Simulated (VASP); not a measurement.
# NbSn2S3 (P6/mmm) in VASP: a series of runs

Runs on NbSn2S3. Level: PBE. Tasks: single point.

Program: VASP 6.6.1. These are calculated values, not measurements. Logs are shortened: lines on timing, memory, paths and dates and some standing lists are left out, and cuts for length are marked.

## 1. The cell of the first run

The structure is hexagonal, space group P6/mmm (No. 191). Conventional cell: a = 6.135 Å, b = 6.135 Å, c = 5.172 Å, α = 90.00°, β = 90.00°, γ = 120.00°. Within 5.3 Å of Nb (site symmetry 6/mmm) lie 12 S at 4.01 Å and 12 Sn at 4.39 Å and 2 Nb at 5.17 Å. Within 2.4 Å of Sn (site symmetry -6m2) lie 3 S at 1.77 Å. S (site symmetry mmm) has 2 Sn at 1.77 Å within 2.4 Å.

The cell was generated, and may not be a known phase.

## 2. Single point, PBE, collinear spin

File INCAR:

```
  ALGO = Normal
  EDIFF = 1E-7
  ENCUT = 520
  GGA = PE
  ISIF = 2
  ISMEAR = 0
  ISPIN = 2
  LASPH = True
  LCHARG = False
  LMAXMIX = 4
  LORBIT = 11
  LREAL = False
  LWAVE = False
  MAGMOM = 4.34 0.01 0.01 0.02 0.02 0.02
  NBANDS = 42
  NELM = 150
  PREC = Accurate
  SIGMA = 0.1
```

File KPOINTS:

```
k-points
0
Gamma
  3 3 4
```

File POSCAR:

```
NbSn2S3
1.0
    6.1345885000      0.0000000000      0.0000000000
   -3.0672942500      5.3127094800      0.0000000000
    0.0000000000      0.0000000000      5.1717788400
Nb Sn S
1 2 3
Direct
    0.0000000000      0.0000000000      0.5000000000
    0.3333333300      0.6666666700      0.0000000000
    0.6666666700      0.3333333300      0.0000000000
    0.5000000000      0.0000000000      0.0000000000
    0.0000000000      0.5000000000      0.0000000000
    0.5000000000      0.5000000000      0.0000000000
```

Potentials or basis: VASP PAW PBE potentials, release 64 (Nb_sv, Sn_d, S).

Command:

```
$ cat potpaw_PBE.64/Nb_sv/POTCAR potpaw_PBE.64/Sn_d/POTCAR potpaw_PBE.64/S/POTCAR > POTCAR
$ mpirun -np 1 vasp_std > vasp.out
```

OUTCAR:

```text
EDIFF = 1E-7
   ENCUT = 520
   GGA = PE
   ISIF = 2
   ISMEAR = 0
   ISPIN = 2
   LASPH = True
   LORBIT = 11
   LREAL = False
   NELM = 150
   PREC = Accurate

 ion  position               nearest neighbor table
   1  0.000  0.000  0.500-
   2  0.333  0.667  0.000-   4 1.77   5 1.77   6 1.77   3 3.54   3 3.54   3 3.54
   3  0.667  0.333  0.000-   4 1.77   5 1.77   6 1.77   2 3.54   2 3.54   2 3.54
   4  0.500  0.000  0.000-   2 1.77   3 1.77
   5  0.000  0.500  0.000-   2 1.77   3 1.77
   6  0.500  0.500  0.000-   2 1.77   3 1.77

  LATTYP: Found a hexagonal cell.
 ALAT       =     6.1345885000
 C/A-ratio  =     0.8430522830

  Lattice vectors:

 A1 = (   6.1345885000,   0.0000000000,   0.0000000000)
 A2 = (  -3.0672942500,   5.3127094800,   0.0000000000)
 A3 = (   0.0000000000,   0.0000000000,   5.1717788400)

Analysis of symmetry for initial positions (statically):
=====================================================================
 Subroutine PRICEL returns:
 Original cell was already a primitive cell.

 Routine SETGRP: Setting up the symmetry group for a
 hexagonal supercell.

 Subroutine GETGRP returns: Found 24 space group operations
 (whereof 24 operations were pure point group operations)
 out of a pool of 24 trial point group operations.

The static configuration has the point symmetry D_6h.

Analysis of symmetry for dynamics (positions and initial velocities):
=====================================================================
 Subroutine PRICEL returns:
 Original cell was already a primitive cell.

 Routine SETGRP: Setting up the symmetry group for a
 hexagonal supercell.

 Subroutine GETGRP returns: Found 24 space group operations
 (whereof 24 operations were pure point group operations)
 out of a pool of 24 trial point group operations.

The dynamic configuration has the point symmetry D_6h.

Analysis of structural, dynamic, and magnetic symmetry:
=====================================================================
 Subroutine PRICEL returns:
 Original cell was already a primitive cell.

 Routine SETGRP: Setting up the symmetry group for a
 hexagonal supercell.

 Subroutine GETGRP returns: Found 24 space group operations
 (whereof 24 operations were pure point group operations)
 out of a pool of 24 trial point group operations.

The overall configuration has the point symmetry D_6h.

 Subroutine INISYM returns: Found 24 space group operations
 (whereof 24 operations are pure point group operations),
 and found     1 'primitive' translations

----------------------------------------------------------------------------------------

                                     Primitive cell

  volume of cell :     168.5549

  direct lattice vectors                    reciprocal lattice vectors
     6.134588500  0.000000000  0.000000000     0.163010119  0.094113936  0.000000000
    -3.067294250  5.312709480  0.000000000     0.000000000  0.188227872  0.000000000
     0.000000000  0.000000000  5.171778840     0.000000000  0.000000000  0.193357069

  length of vectors
     6.134588500  6.134588498  5.171778840     0.188227872  0.188227872  0.193357069

  position of ions in fractional coordinates (direct lattice)
     0.000000000  0.000000000  0.500000000
     0.333333330  0.666666670  0.000000000
     0.666666670  0.333333330  0.000000000
     0.500000000  0.000000000  0.000000000
     1.000000000  0.500000000  0.000000000
     0.500000000  0.500000000  0.000000000

  ion indices of the primitive-cell ions
   primitive index   ion index
                 1           1
                 2           2
                 3           3
                 4           4
                 5           5
                 6           6

[... 28 lines left out ...]
  0.000000  0.000000  0.000000      1.000000
  0.333333  0.000000  0.000000      6.000000
  0.333333  0.333333  0.000000      2.000000
  0.000000  0.000000  0.250000      2.000000
  0.333333  0.000000  0.250000     12.000000
  0.333333  0.333333  0.250000      4.000000
  0.000000  0.000000  0.500000      1.000000
  0.333333  0.000000  0.500000      6.000000
  0.333333  0.333333  0.500000      2.000000
   k-points           NKPTS =      9   k-points in BZ     NKDIM =      9   number of bands    NBANDS=     42
   number of dos      NEDOS =    301   number of ions     NIONS =      6
   total plane-waves  NPLWV =  92160
   dimension x,y,z NGX =    48 NGY =   48 NGZ =   40
   dimension x,y,z NGXF=    96 NGYF=   96 NGZF=   80
   ions per type =               1   2   3
   NGX,Y,Z   is equivalent  to a cutoff of  13.01, 13.01, 12.86 a.u.
   NGXF,Y,Z  is equivalent  to a cutoff of  26.02, 26.02, 25.72 a.u.
 SYSTEM =  unknown system
   PREC   = accura    normal or accurate (medium, high low for compatibility)
   ISTART =      0    job   : 0-new  1-cont  2-samecut
   ICHARG =      2    charge: 1-file 2-atom 10-const
   ISPIN  =      2    spin polarized calculation?
   LNONCOLLINEAR =      F non collinear calculations
   LSORBIT =      F    spin-orbit coupling
   LASPH  =      T    aspherical Exc in radial PAW
   ENCUT  =  520.0 eV  38.22 Ry    6.18 a.u.  11.41 11.41  9.62*2*pi/ulx,y,z
   NELM   =    150;   NELMIN=  2; NELMDL= -5     # of ELM steps
   EDIFF  = 0.1E-06   stopping-criterion for ELM
   LREAL  =      F    real-space projection
   EDIFFG = 0.1E-05   stopping-criterion for IOM
   NSW    =      0    number of steps for IOM
   IBRION =     -1    ionic relax: 0-MD 1-quasi-New 2-CG
   NFREE  =      0    steps in history (QN), initial steepest desc. (CG)
   ISIF   =      2    stress and relaxation
   ISYM   =      2    0-nonsym 1-usesym 2-fastsym
   POTIM  = 0.5000    time-step for ionic-motion
   TEBEG  =    0.0;   TEEND  =   0.0 temperature during run
   PSTRESS=    0.0 pullay stress
   NELECT =      59.0000    total number of electrons
   NUPDOWN=      -1.0000    fix difference up-down
   EMIN   =  10.00;   EMAX   =-10.00  energy-range for DOS
   EFERMI =   0.00;   METHOD = LEGACY
   ISMEAR =     0;   SIGMA  =   0.10  broadening in eV -4-tet -1-fermi 0-gaus
   EFERMI_NEDOS =   21; number of points for ismear=-14 and -15
   IALGO  =     38    algorithm
   IMIX   =      4    mixing-type and parameters
     AMIX     =   0.40;   BMIX     =  1.00
     AMIX_MAG =   1.60;   BMIX_MAG =  1.00
  volume/ion in A,a.u.               =      28.09       189.58
  Fermi-wavevector in a.u.,A,eV,Ry     =   1.153750  2.180271 18.111244  1.331139
  Thomas-Fermi vector in A             =   2.290392
   LORBIT       =     11    0 simple, 1 ext, 2 COOP (PROOUT), +10 PAW based schemes
   GGA     = PE    functional components
   LHFCALC =     F    Hartree Fock is set to
   AEXX    =    0.0000 exact exchange contribution
   IVDW    =     0    specifies the selected vdW correction
   LEPSILON=     F    determine dielectric tensor
   LRPA    =     F    only Hartree local field effects (RPA)
 spin polarized calculation
 Gauss-broadening in eV      SIGMA  =   0.10
  energy-cutoff  :      520.00
  volume of cell :      168.55
 maximum number of plane-waves:      4580
 NGX is ok and might be reduce to    48
   NGX = 23   NGY = 23   NGZ = 19

 number of electron      58.9999982 magnetization       5.1011773

 Free energy of the ion-electron system (eV)
  ---------------------------------------------------
  ext. energy  EPLUGINS =         0.00000000
  ---------------------------------------------------
  free energy    TOTEN  =        13.30508380 eV

  energy without entropy =       13.35163414  energy(sigma->0) =       13.32835897

 E-fermi :   5.7794     XC(G=0):  -8.4616

 val. band max:        5.7742512455   @ k =   0.3333   0.0000   0.0000
 cond. band min:       5.8499838868   @ k =   0.0000   0.0000   0.5000
 fundamental gap:      0.0757326413
 Fermi energy:         5.7793864322

 spin component 1

 k-point     1 :       0.0000    0.0000    0.0000
  band No.  band energies     occupation
      1     -49.3253      1.00000
      2     -25.6268      1.00000
      3     -25.5535      1.00000
      4     -25.5535      1.00000
      5     -20.7096      1.00000
      6     -20.7096      1.00000
[... 385 lines left out ...]
     40      11.3873      0.00000
     41      11.3873      0.00000
 Fermi energy:         5.7793864322

 spin component 2

 k-point     1 :       0.0000    0.0000    0.0000
  band No.  band energies     occupation
      1     -47.4342      1.00000
      2     -23.4982      1.00000
      3     -23.3588      1.00000
      4     -23.3588      1.00000
      5     -20.6973      1.00000
      6     -20.6973      1.00000
[... 385 lines left out ...]
     40      11.9401      0.00000
     41      11.9455      0.00000
 [bands above 41 left out]

------------------------ aborting loop because EDIFF is reached ----------------------------------------

  FORCE on cell =-STRESS in cart. coord.  units (eV):
  Direction    XX          YY          ZZ          XY          YZ          ZX
  --------------------------------------------------------------------------------------
  -------------------------------------------------------------------------------------
  Total      152.0034446    152.0034444     -1.4769909      0.0000000      0.0000000      0.0000000
  in kB     1444.8493384   1444.8493369    -14.0393482      0.0000000      0.0000000      0.0000000
  external PRESSURE =     958.5531090 kB  Pullay stress =       0.0000000 kB

 VOLUME and BASIS-vectors are now :
 -----------------------------------------------------------------------------
  energy-cutoff  :      520.00
  volume of cell :      168.55
      direct lattice vectors                 reciprocal lattice vectors
     6.134588500  0.000000000  0.000000000     0.163010119  0.094113936  0.000000000
    -3.067294250  5.312709480  0.000000000     0.000000000  0.188227872  0.000000000
     0.000000000  0.000000000  5.171778840     0.000000000  0.000000000  0.193357069

 POSITION                                       TOTAL-FORCE (eV/Angst)
 -----------------------------------------------------------------------------------
      0.00000      0.00000      2.58589         0.000000      0.000000      0.000000
     -0.00000      3.54181      0.00000         0.000000     -0.000000     -0.000000
      3.06729      1.77090      0.00000        -0.000000      0.000000      0.000000
      3.06729      0.00000      0.00000         0.000000      0.000000      0.000000
     -1.53365      2.65635      0.00000         0.000000      0.000000      0.000000
      1.53365      2.65635      0.00000         0.000000      0.000000      0.000000
 -----------------------------------------------------------------------------------
    total drift:                               -0.000000      0.000000     -0.000000

  FREE ENERGIE OF THE ION-ELECTRON SYSTEM (eV)
  ---------------------------------------------------
  free  energy   TOTEN  =        13.3050838042 eV

  energy  without entropy=       13.3516341441  energy(sigma->0) =       13.32835897

 total charge

# of ion       s       p       d       tot
------------------------------------------
    1        2.152   5.857   2.736  10.745
    2        1.318   2.719  10.831  14.868
    3        1.318   2.719  10.831  14.868
    4        1.372   3.022   0.000   4.393
    5        1.372   3.022   0.000   4.393
    6        1.372   3.022   0.000   4.393
--------------------------------------------------
tot          8.902  20.360  24.398  53.660

 magnetization (x)

# of ion       s       p       d       tot
------------------------------------------
    1        0.137   0.010   2.723   2.871
    2        0.008   0.003   0.007   0.017
    3        0.008   0.003   0.007   0.017
    4        0.005   0.020   0.000   0.024
    5        0.005   0.020   0.000   0.024
    6        0.005   0.020   0.000   0.024
--------------------------------------------------
tot          0.167   0.075   2.737   2.979
```

It took 7.2 min on 1 thread of Intel Xeon 8259CL, shared host; peak memory 0.41 GiB.

What came out:

```yaml
Free_energy: 13.3051 eV
Pressure: 95.9 GPa
Net_moment: 5.10 μB per cell
Site_moments: Nb +2.87; Sn +0.02; S +0.02 μB
Valence_electrons_inside_the_program's_atomic_spheres: Nb 10.74; Sn 14.87; S 4.39
```

Caveat: the k points lie up to 0.39 Å⁻¹ apart; spin-orbit coupling is left out, which moves the levels of the heavy elements.

## 3. Single point, PBE, collinear spin

This run uses another cell than the first one, of 32.68 Å³/atom.

File INCAR:

```
SYSTEM = NbSn2S3
PREC = Accurate ; ENCUT = 520
EDIFF = 1E-7 ; ISMEAR = 0
SIGMA = 0.1 ; LREAL = .FALSE.
LASPH = .TRUE. ; NELM = 150
ALGO = Normal ; ISIF = 2
LWAVE = .FALSE. ; LCHARG = .FALSE.
ISPIN = 2 ; MAGMOM = 2.74 0 0 0 0 0
LORBIT = 11 ; LMAXMIX = 4
GGA = PE ; NBANDS = 42
```

File KPOINTS:

```
regular mesh
0
G
  3 3 4
  0 0 0
```

File POSCAR:

```
NbSn2S3
1.0
    8.9115945146      0.0000000000      0.0000000000
   -4.4557972573      7.7176672379      0.0000000000
    0.0000000000      0.0000000000      2.8507833065
Nb Sn S
1 2 3
Direct
    0.0000000000      0.0000000000      0.5000000000
    0.3333333333      0.6666666667      0.0000000000
    0.6666666667      0.3333333333      0.0000000000
    0.5000000000      0.0000000000      0.0000000000
    0.0000000000      0.5000000000      0.0000000000
    0.5000000000      0.5000000000      0.0000000000
```

Potentials or basis: VASP PAW PBE potentials, release 64 (Nb_sv, Sn_d, S).

Command:

```
$ cat potpaw_PBE.64/Nb_sv/POTCAR potpaw_PBE.64/Sn_d/POTCAR potpaw_PBE.64/S/POTCAR > POTCAR
$ mpirun -np 1 vasp_std > vasp.out
```

It took 9.4 min on 1 thread of Intel Xeon 8259CL, shared host; peak memory 0.48 GiB.

The run converged. Its results:

- Free energy: -25.4875 eV
- Pressure: 0.1 GPa
- Net moment: 3.96 μB per cell
- Site moments: Nb +2.50; Sn -0.01; S +0.00 μB
- Valence electrons inside the program's atomic spheres: Nb 10.65; Sn 12.25; S 3.62

Levels at points of the mesh, in eV from the Fermi level:
Spin up:
```csv
k point,band 27,band 28,band 29,band 30,band 31,band 32,band 33,band 34,band 35,band 36
"(0.00, 0.00, 0.00)",-0.73,-0.73,1.03,1.03,1.19,1.69,1.69,2.20,2.42,2.42
"(0.00, 0.00, 0.50)",-2.11,-0.53,-0.53,-0.44,-0.29,0.19,0.19,0.86,2.58,3.94
```
Spin down:
| k point | band 25 | band 26 | band 27 | band 28 | band 29 | band 30 | band 31 | band 32 |
| --- | --- | --- | --- | --- | --- | --- | --- | --- |
| (0.00, 0.00, 0.00) | -1.47 | 0.74 | 0.87 | 0.87 | 1.18 | 1.71 | 1.71 | 2.20 |
| (0.00, 0.00, 0.50) | -2.12 | -0.66 | -0.66 | -0.45 | -0.27 | 0.40 | 0.40 | 2.57 |

Caveat: the k points lie up to 0.55 Å⁻¹ apart; spin-orbit coupling is left out, which moves the levels of the heavy elements.

## 4. Single point, PBE, collinear spin

This run uses another cell than the first one, of 32.19 Å³/atom.

File INCAR:

```
SYSTEM = NbSn2S3
  PREC = Accurate
  ENCUT = 520
  EDIFF = 1E-6
  ISMEAR = 0
  SIGMA = 0.1
  LREAL = .False.
  LASPH = .True.
  NELM = 150
  ALGO = Normal
  ISIF = 2
  LWAVE = .False.
  LCHARG = .False.
  ISPIN = 2
  MAGMOM = 2.74 0 0 0 0 0
  LORBIT = 11
  LMAXMIX = 4
  GGA = PE
  NBANDS = 42
```

File KPOINTS:

```
Automatic mesh
0
Gamma
  3 3 6
  0 0 0
```

Changes to POSCAR since step 3:

```diff
@@ -2,5 +2,5 @@
 1.0
-    8.9115945146      0.0000000000      0.0000000000
-   -4.4557972573      7.7176672379      0.0000000000
-    0.0000000000      0.0000000000      2.8507833065
+    8.9430655785      0.0000000000      0.0000000000
+   -4.4715327893      7.7449219787      0.0000000000
+    0.0000000000      0.0000000000      2.7888220675
 Nb Sn S
```

Command:

```
$ cat potpaw_PBE.64/Nb_sv/POTCAR potpaw_PBE.64/Sn_d/POTCAR potpaw_PBE.64/S/POTCAR > POTCAR
$ mpirun -np 1 vasp_std > vasp.out
```

It took 11 min on 1 thread of Intel Xeon 8259CL, shared host; peak memory 0.51 GiB.

The run converged. Its results:

| Quantity | Value |
| --- | --- |
| Free energy | -24.7732 eV |
| Pressure | -0.2 GPa |
| Net moment | 1.61 μB per cell |
| Site moments | Nb +1.00; Sn +0.00; S +0.01 μB |
| Valence electrons inside the program's atomic spheres | Nb 10.62; Sn 12.27; S 3.63 |

Stress tensor (GPa, compression positive):
```
-0.09  0.00  0.00
 0.00 -0.09  0.00
 0.00  0.00 -0.29
```

Levels at points of the mesh, in eV from the Fermi level:
Spin up:
```csv
k point,band 28,band 29,band 30,band 31,band 32,band 33
"(0.00, 0.00, 0.00)",-0.69,0.42,0.42,0.56,2.07,2.26
"(0.00, 0.00, 0.50)",-1.17,-0.81,-0.81,-0.65,0.31,0.31
```
Spin down:
```
           k point  band 26  band 27  band 28  band 29  band 30  band 31  band 32  band 33
(0.00, 0.00, 0.00)     0.04     0.22     0.22     0.57     0.83     0.83     2.08     2.28
(0.00, 0.00, 0.50)    -1.23    -1.23    -1.16    -0.67    -0.67    -0.64     1.78     1.78
```

Caveat: the k points lie up to 0.38 Å⁻¹ apart; spin-orbit coupling is left out, which moves the levels of the heavy elements.

## 5. Overview

| cell | k mesh | gap on the mesh (eV) | pressure (GPa) | moment (μB) |
| --- | --- | --- | --- | --- |
| a = 6.135, b = 6.135, c = 5.172 Å, angles 90.0, 90.0, 120.0°, 6 atoms | 3 × 3 × 4 | none | 95.9 | 5.10 |
| a = 8.912, b = 8.912, c = 2.851 Å, angles 90.0, 90.0, 120.0°, 6 atoms | 3 × 3 × 4 | none | 0.1 | 3.96 |
| a = 8.943, b = 8.943, c = 2.789 Å, angles 90.0, 90.0, 120.0°, 6 atoms | 3 × 3 × 6 | none | -0.2 | 1.61 |

Alike in all rows: task single point; level PBE; potentials or basis VASP PAW PBE potentials, release 64 (Nb_sv, Sn_d, S); spin collinear; cutoff (eV) 520; smearing gaussian 0.1 eV.

Caveats: all runs use coarse meshes; spin-orbit coupling is left out, which moves the levels of the heavy elements.

Total energies depend on the potentials used, so only differences within one code and one set of settings carry meaning.

The gap in the log of VASP goes by the Fermi energy; the results here count the filled bands.